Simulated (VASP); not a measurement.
# Cd3Se2S (P3m1) in VASP: further runs

Runs on Cd3Se2S. Level: PBE. Tasks: single point, relaxation of cell and atoms.

Everything below comes from runs of VASP 6.6.1. Logs are shortened: lines on timing, memory, paths and dates and some standing lists are left out, and cuts for length are marked.

### 1 The cell of the first run

The structure is trigonal, space group P3m1 (No. 156). The conventional cell has a = 4.155 Å, b = 4.155 Å, c = 10.177 Å, α = 90.00°, β = 90.00°, γ = 120.00°. Within 3.4 Å of Cd (site symmetry 3m) lie 4 Se at 2.54 Å. Within 3.4 Å of Cd (site symmetry 3m) lie 1 Se at 2.54 Å and 3 S at 2.54 Å. Within 3.4 Å of Cd (site symmetry 3m) lie 3 Se at 2.54 Å and 1 S at 2.54 Å. Se (site symmetry 3m) has 4 Cd at 2.54 Å within 3.4 Å. Se (site symmetry 3m) has 4 Cd at 2.54 Å within 3.4 Å. S (site symmetry 3m) has 4 Cd at 2.54 Å within 3.4 Å.

### 2 Single point, PBE

INCAR

```
SYSTEM = Cd3Se2S
ALGO = Normal
EDIFF = 1E-7
ENCUT = 520
GGA = PE
ISIF = 2
ISMEAR = 0
LASPH = .TRUE.
LCHARG = .TRUE.
LELF = .TRUE.
LREAL = .FALSE.
LVHAR = .TRUE.
LWAVE = .FALSE.
NBANDS = 36
NELM = 80
PREC = Accurate
SIGMA = 0.1
```

KPOINTS

```
k-points
0
G
  6 6 2
  0 0 0
```

POSCAR

```
Cd3Se2S
1.0
    4.1545526200      0.0000000000      0.0000000000
   -2.0772763100      3.5979481100      0.0000000000
    0.0000000000      0.0000000000     10.1765340200
Cd Se S
3 2 1
Direct
    0.0000000000      0.0000000000      0.0000000000
    0.6666666700      0.3333333300      0.3333333300
    0.3333333300      0.6666666700      0.6666666700
    0.6666666700      0.3333333300      0.0833333300
    0.0000000000      0.0000000000      0.7500000000
    0.3333333300      0.6666666700      0.4166666700
```

Potentials or basis: VASP PAW PBE potentials, release 64 (Cd, Se, S).

Command:

```sh
> cat potpaw_PBE.64/Cd/POTCAR potpaw_PBE.64/Se/POTCAR potpaw_PBE.64/S/POTCAR > POTCAR
> mpirun -np 1 vasp_std > vasp.out
```

OUTCAR:

```text
SYSTEM = Cd3Se2S
   EDIFF = 1E-7
   ENCUT = 520
   GGA = PE
   ISIF = 2
   ISMEAR = 0
   LASPH = .TRUE.
   LREAL = .FALSE.
   NELM = 80
   PREC = Accurate

 ion  position               nearest neighbor table
   1  0.000  0.000  0.000-   4 2.54   5 2.54   4 2.54   4 2.54
   2  0.667  0.333  0.333-   4 2.54   6 2.54   6 2.54   6 2.54
   3  0.333  0.667  0.667-   5 2.54   6 2.54   5 2.54   5 2.54
   4  0.667  0.333  0.083-   1 2.54   2 2.54   1 2.54   1 2.54
   5  0.000  0.000  0.750-   3 2.54   1 2.54   3 2.54   3 2.54
   6  0.333  0.667  0.417-   3 2.54   2 2.54   2 2.54   2 2.54

  LATTYP: Found a hexagonal cell.
 ALAT       =     4.1545526200
 C/A-ratio  =     2.4494897407

  Lattice vectors:

 A1 = (   4.1545526200,   0.0000000000,   0.0000000000)
 A2 = (  -2.0772763100,   3.5979481100,   0.0000000000)
 A3 = (   0.0000000000,   0.0000000000,  10.1765340200)

Analysis of symmetry for initial positions (statically):
=====================================================================
 Subroutine PRICEL returns:
 Original cell was already a primitive cell.

 Routine SETGRP: Setting up the symmetry group for a
 hexagonal supercell.

 Subroutine GETGRP returns: Found  6 space group operations
 (whereof  6 operations were pure point group operations)
 out of a pool of 24 trial point group operations.

The static configuration has the point symmetry C_3v.

Analysis of symmetry for dynamics (positions and initial velocities):
=====================================================================
 Subroutine PRICEL returns:
 Original cell was already a primitive cell.

 Routine SETGRP: Setting up the symmetry group for a
 hexagonal supercell.

 Subroutine GETGRP returns: Found  6 space group operations
 (whereof  6 operations were pure point group operations)
 out of a pool of 24 trial point group operations.

The dynamic configuration has the point symmetry C_3v.

 Subroutine INISYM returns: Found  6 space group operations
 (whereof  6 operations are pure point group operations),
 and found     1 'primitive' translations

----------------------------------------------------------------------------------------

                                     Primitive cell

  volume of cell :     152.1175

  direct lattice vectors                    reciprocal lattice vectors
     4.154552620  0.000000000  0.000000000     0.240699804  0.138968096  0.000000000
    -2.077276310  3.597948110  0.000000000     0.000000000  0.277936193  0.000000000
     0.000000000  0.000000000 10.176534020     0.000000000  0.000000000  0.098265283

  length of vectors
     4.154552620  4.154552620 10.176534020     0.277936193  0.277936193  0.098265283

  position of ions in fractional coordinates (direct lattice)
     0.000000000  0.000000000  0.000000000
     0.666666670  0.333333330  0.333333330
     0.333333330  0.666666670  0.666666670
     0.666666670  0.333333330  0.083333330
     0.000000000  0.000000000  0.750000000
     0.333333330  0.666666670  0.416666670

  ion indices of the primitive-cell ions
   primitive index   ion index
                 1           1
                 2           2
                 3           3
                 4           4
                 5           5
                 6           6

----------------------------------------------------------------------------------------

 KPOINTS: k-points

Automatic generation of k-mesh.
 Grid dimensions read from file:
 generate k-points for:    6    6    2

 Generating k-lattice:

  Cartesian coordinates                     Fractional coordinates (reciprocal lattice)
     0.040116634  0.023161349  0.000000000     0.166666667 -0.000000000  0.000000000
     0.000000000  0.046322699  0.000000000     0.000000000  0.166666667  0.000000000
     0.000000000  0.000000000  0.049132642     0.000000000  0.000000000  0.500000000

  Length of vectors
     0.046322699  0.046322699  0.049132642

  Shift w.r.t. Gamma in fractional coordinates (k-lattice)
     0.000000000  0.000000000  0.000000000

 Subroutine IBZKPT returns following result:
 ===========================================

 Found     14 irreducible k-points:

 Following reciprocal coordinates:
            Coordinates               Weight
  0.000000  0.000000  0.000000      1.000000
  0.166667  0.000000  0.000000      6.000000
  0.333333  0.000000  0.000000      6.000000
  0.500000  0.000000  0.000000      3.000000
  0.166667  0.166667  0.000000      6.000000
  0.333333  0.166667  0.000000     12.000000
  0.333333  0.333333  0.000000      2.000000
  0.000000  0.000000  0.500000      1.000000
  0.166667  0.000000  0.500000      6.000000
  0.333333  0.000000  0.500000      6.000000
  0.500000  0.000000  0.500000      3.000000
  0.166667  0.166667  0.500000      6.000000
  0.333333  0.166667  0.500000     12.000000
  0.333333  0.333333  0.500000      2.000000
   k-points           NKPTS =     14   k-points in BZ     NKDIM =     14   number of bands    NBANDS=     36
   number of dos      NEDOS =    301   number of ions     NIONS =      6
   total plane-waves  NPLWV =  81920
   dimension x,y,z NGX =    32 NGY =   32 NGZ =   80
   dimension x,y,z NGXF=    64 NGYF=   64 NGZF=  160
   ions per type =               3   2   1
   NGX,Y,Z   is equivalent  to a cutoff of  12.80, 12.80, 13.07 a.u.
   NGXF,Y,Z  is equivalent  to a cutoff of  25.61, 25.61, 26.14 a.u.
 SYSTEM =  Cd3Se2S
   PREC   = accura    normal or accurate (medium, high low for compatibility)
   ISTART =      0    job   : 0-new  1-cont  2-samecut
   ICHARG =      2    charge: 1-file 2-atom 10-const
   ISPIN  =      1    spin polarized calculation?
   LNONCOLLINEAR =      F non collinear calculations
   LSORBIT =      F    spin-orbit coupling
   LASPH  =      T    aspherical Exc in radial PAW
   ENCUT  =  520.0 eV  38.22 Ry    6.18 a.u.   7.72  7.72 18.92*2*pi/ulx,y,z
   NELM   =     80;   NELMIN=  2; NELMDL= -5     # of ELM steps
   EDIFF  = 0.1E-06   stopping-criterion for ELM
   LREAL  =      F    real-space projection
   EDIFFG = 0.1E-05   stopping-criterion for IOM
   NSW    =      0    number of steps for IOM
   IBRION =     -1    ionic relax: 0-MD 1-quasi-New 2-CG
   NFREE  =      0    steps in history (QN), initial steepest desc. (CG)
   ISIF   =      2    stress and relaxation
   ISYM   =      2    0-nonsym 1-usesym 2-fastsym
   POTIM  = 0.5000    time-step for ionic-motion
   TEBEG  =    0.0;   TEEND  =   0.0 temperature during run
   PSTRESS=    0.0 pullay stress
   NELECT =      54.0000    total number of electrons
   NUPDOWN=      -1.0000    fix difference up-down
   EMIN   =  10.00;   EMAX   =-10.00  energy-range for DOS
   EFERMI =   0.00;   METHOD = LEGACY
   ISMEAR =     0;   SIGMA  =   0.10  broadening in eV -4-tet -1-fermi 0-gaus
   EFERMI_NEDOS =   21; number of points for ismear=-14 and -15
   IALGO  =     38    algorithm
   IMIX   =      4    mixing-type and parameters
     AMIX     =   0.40;   BMIX     =  1.00
     AMIX_MAG =   1.60;   BMIX_MAG =  1.00
  volume/ion in A,a.u.               =      25.35       171.09
  Fermi-wavevector in a.u.,A,eV,Ry     =   1.159168  2.190510 18.281748  1.343671
  Thomas-Fermi vector in A             =   2.295763
   LORBIT       =      0    0 simple, 1 ext, 2 COOP (PROOUT), +10 PAW based schemes
   GGA     = PE    functional components
   LHFCALC =     F    Hartree Fock is set to
   AEXX    =    0.0000 exact exchange contribution
   IVDW    =     0    specifies the selected vdW correction
   LEPSILON=     F    determine dielectric tensor
   LRPA    =     F    only Hartree local field effects (RPA)
 non-spin polarized calculation
 Gauss-broadening in eV      SIGMA  =   0.10
  energy-cutoff  :      520.00
  volume of cell :      152.12
 maximum number of plane-waves:      4118
 NGX is ok and might be reduce to    32
   NGX = 15   NGY = 15   NGZ = 37

 number of electron      54.0000003 magnetization

 Free energy of the ion-electron system (eV)
  ---------------------------------------------------
  ext. energy  EPLUGINS =         0.00000000
  ---------------------------------------------------
  free energy    TOTEN  =       -16.61250324 eV

  energy without entropy =      -16.61250324  energy(sigma->0) =      -16.61250324

 E-fermi :   2.0660     XC(G=0):  -9.2614

 val. band max:        1.6250060010   @ k =   0.0000   0.0000   0.0000
 cond. band min:       2.5143397016   @ k =   0.0000   0.0000   0.0000
 fundamental gap:      0.8893337006
 Fermi energy:         2.0660235701

 k-point     1 :       0.0000    0.0000    0.0000
  band No.  band energies     occupation
      1     -11.4359      2.00000
      2     -11.1679      2.00000
      3     -10.6399      2.00000
      4      -6.5977      2.00000
      5      -6.5977      2.00000
      6      -6.5470      2.00000
[... 28 lines left out ...]
     35       8.2632      0.00000
     36       8.2632      0.00000

 k-point     2 :       0.1667    0.0000    0.0000
  band No.  band energies     occupation
      1     -11.3391      2.00000
      2     -11.1056      2.00000
      3     -10.5797      2.00000
      4      -6.5539      2.00000
      5      -6.5399      2.00000
      6      -6.5116      2.00000
[... 28 lines left out ...]
     35       8.1690      0.00000
     36       8.1697      0.00000

 k-point     3 :       0.3333    0.0000    0.0000
  band No.  band energies     occupation
      1     -11.1328      2.00000
      2     -10.9882      2.00000
      3     -10.4604      2.00000
      4      -6.4811      2.00000
      5      -6.4742      2.00000
      6      -6.4003      2.00000
[... 28 lines left out ...]
     35       8.7557      0.00000
     36       8.8352      0.00000
[... 352 lines left out ...]
 k-point    13 :       0.3333    0.1667    0.5000
  band No.  band energies     occupation
      1     -11.0162      2.00000
      2     -10.9430      2.00000
      3     -10.4027      2.00000
      4      -6.4562      2.00000
      5      -6.4288      2.00000
      6      -6.3696      2.00000
[... 28 lines left out ...]
     35       8.6772      0.00000
     36       8.9016      0.00000

 k-point    14 :       0.3333    0.3333    0.5000
  band No.  band energies     occupation
      1     -10.9441      2.00000
      2     -10.9354      2.00000
      3     -10.3751      2.00000
      4      -6.4396      2.00000
      5      -6.3909      2.00000
      6      -6.3709      2.00000
[... 28 lines left out ...]
     35       8.5009      0.00000
     36       8.5560      0.00000

------------------------ aborting loop because EDIFF is reached ----------------------------------------

  FORCE on cell =-STRESS in cart. coord.  units (eV):
  Direction    XX          YY          ZZ          XY          YZ          ZX
  --------------------------------------------------------------------------------------
  -------------------------------------------------------------------------------------
  Total        7.4655868      7.4655868      7.3634642     -0.0000000      0.0000000      0.0000000
  in kB       78.6313046     78.6313046     77.5556980     -0.0000000      0.0000000      0.0000000
  external PRESSURE =      78.2727691 kB  Pullay stress =       0.0000000 kB

 VOLUME and BASIS-vectors are now :
 -----------------------------------------------------------------------------
  energy-cutoff  :      520.00
  volume of cell :      152.12
      direct lattice vectors                 reciprocal lattice vectors
     4.154552620  0.000000000  0.000000000     0.240699804  0.138968096  0.000000000
    -2.077276310  3.597948110  0.000000000     0.000000000  0.277936193  0.000000000
     0.000000000  0.000000000 10.176534020     0.000000000  0.000000000  0.098265283

 POSITION                                       TOTAL-FORCE (eV/Angst)
 -----------------------------------------------------------------------------------
      0.00000      0.00000      0.00000        -0.000000     -0.000000      0.007012
      2.07728      1.19932      3.39218         0.000000     -0.000000      0.644998
     -0.00000      2.39863      6.78436        -0.000000      0.000000     -0.659886
      2.07728      1.19932      0.84804        -0.000000     -0.000000      0.078647
      0.00000      0.00000      7.63240        -0.000000      0.000000     -0.087810
     -0.00000      2.39863      4.24022         0.000000      0.000000      0.017038
 -----------------------------------------------------------------------------------
    total drift:                                0.000005     -0.000002     -0.000075

  FREE ENERGIE OF THE ION-ELECTRON SYSTEM (eV)
  ---------------------------------------------------
  free  energy   TOTEN  =       -16.6125032413 eV

  energy  without entropy=      -16.6125032412  energy(sigma->0) =      -16.61250324
```

It took 2.3 min on 1 thread of Intel Xeon 8259CL, shared host; peak memory 0.3 GiB.

What came out:

```yaml
Free_energy: -16.6125 eV
Pressure: 7.8 GPa
Largest_force: 0.660 eV/Å
Band_gap_on_the_k_mesh: 0.89 eV
```

Forces on the atoms (eV/Å):
```
Cd   0.000  0.000  0.007
Cd   0.000  0.000  0.645
Cd   0.000  0.000 -0.660
Se   0.000  0.000  0.079
Se   0.000  0.000 -0.088
S    0.000  0.000  0.017
```

Stress tensor (GPa, compression positive):
```
7.86 0.00 0.00
0.00 7.86 0.00
0.00 0.00 7.76
```

Caveat: the cell stands under pressure.

(Continued in part 2 of 3.)
